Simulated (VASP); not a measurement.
A run of VASP 6.6.1 is set up as follows.

The input POSCAR:

```
Os
1.0
    0.0000000000      2.7585911663      2.7585911663
    2.7585911663      0.0000000000      2.7585911663
    2.7585911663      2.7585911663      0.0000000000
Os
2
Direct
    0.0000000000      0.0000000000      0.0000000000
    0.2500000000      0.2500000000      0.2500000000
```

Contents of INCAR.step1:

```
SYSTEM = Os
PREC = Accurate ; ENCUT = 520
ISMEAR = 0 ; SIGMA = 0.1
LREAL = .FALSE. ; LASPH = .TRUE.
NELM = 100 ; NBANDS = 15
GGA = PE ; ALGO = Normal
EDIFF = 1E-4 ; LWAVE = .TRUE.
LCHARG = .FALSE.
```

The input INCAR.step2:

```
SYSTEM = Os
PREC = Accurate ; ENCUT = 520
EDIFF = 1E-7 ; ISMEAR = 0
SIGMA = 0.1 ; LREAL = .FALSE.
LASPH = .TRUE. ; NELM = 100
ALGO = Normal ; ISIF = 2
LWAVE = .FALSE. ; LCHARG = .FALSE.
METAGGA = R2SCAN ; LMIXTAU = .TRUE.
NBANDS = 15 ; ISTART = 1
```

Contents of KPOINTS:

```
Automatic mesh
0
G
  18 18 18
  0 0 0
```

Potentials or basis: VASP PAW PBE potentials, release 64 (Os).

Command:

```console
$ cat potpaw_PBE.64/Os/POTCAR > POTCAR
$ cp INCAR.step1 INCAR
$ mpirun -np 1 vasp_std > vasp.out
$ cp INCAR.step2 INCAR
$ mpirun -np 1 vasp_std > vasp.out
```

**Question.** Predict the band gap on the k mesh.

**Answer.** Zero (band 8 reaches 5.00 eV, above the bottom of band 9 at 3.85 eV).

**Question.** Predict the pressure.

**Answer.** -1.1 GPa.

Caveat: the PAW data sets were made with another functional, which shifts forces and pressure a little; spin-orbit coupling is left out, which moves the levels of the heavy elements.
